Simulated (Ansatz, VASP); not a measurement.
## SnO: VASP beside Ansatz

File INCAR:

```
SYSTEM = SnO
PREC = Accurate ; ENCUT = 520
EDIFF = 1E-6 ; ISMEAR = 0
SIGMA = 0.05 ; LREAL = .False.
LASPH = .True. ; NELM = 80
ALGO = Normal ; ISIF = 2
LWAVE = .False. ; LCHARG = .True.
GGA = CA ; LELF = .True.
LVHAR = .True. ; NBANDS = 28
```

KPOINTS

```
Automatic mesh
0
Gamma
  8 6 6
  0 0 0
```

The input POSCAR:

```
SnO
1.0
    3.3550050000      0.0000000000      0.0000000000
    0.0000000000      5.6741040000      0.0000000000
    0.0000000000      0.0000000000      4.2219700000
Sn O
2 2
Direct
   -0.0948427950      0.1758300047      0.4065586856
    0.5000000000      0.7680910000      0.0131440000
    0.0000000000      0.8912500000      0.7368570000
    0.5000000000      0.1087500000      0.2368570000
```

Input for Ansatz:

```yaml
crystal:
  lattice:
    - [3.355005, 0.0, 0.0]
    - [0.0, 5.674104, 0.0]
    - [0.0, 0.0, 4.22197]
  atoms:
    - { symbol: Sn, position: [-0.094842795, 0.1758300047, 0.4065586856] }
    - { symbol: Sn, position: [0.5, 0.768091, 0.013144] }
    - { symbol: O, position: [0.0, 0.89125, 0.736857] }
    - { symbol: O, position: [0.5, 0.10875, 0.236857] }
basis:
  ecutwfc: 420
kpoints:
  mp_grid: { grid: [8, 6, 6] }
hamiltonian:
  xc: lda
scf:
  occupations: { method: gaussian, width: 0.05 }
output:
  forces: true
  stress: true
  eigenvalues: true
```

Alike in both runs: task single point; functional LDA; k mesh 8 × 6 × 6; occupations gaussian, width 0.05 eV; no spin polarisation.

```csv
,VASP,Ansatz
version,VASP 6.6.1,Ansatz 0.2.0
potentials or method,"VASP PAW LDA potentials, release 64 (Sn_d, O), cutoff 520 eV","scalar-relativistic, plane waves, PAW"
valence electrons in the cell,40,40
```

VASP gave:

| Item | Value |
| --- | --- |
| gap on the k mesh at the Fermi level (eV) | 0.76 |
| least direct gap on the mesh (eV) | 1.02 |
| pressure (GPa) | 22.6 |
| traceless stress, the component that is largest in VASP (GPa) | 24.00 |
| rms of the force components (eV/Å) | 8.191 |

Q: Which values does Ansatz return?

A: gap on the k mesh at the Fermi level (eV): 0.79; least direct gap on the mesh (eV): 1.04; pressure (GPa): 24.3; traceless stress, the component that is largest in VASP (GPa): 26.39; rms of the force components (eV/Å): 8.954.

LDA's correlation is that of Perdew and Zunger in VASP and of Perdew and Wang (1992) in Ansatz. Atom by atom the forces differ by 0.776 eV/Å (rms over components).
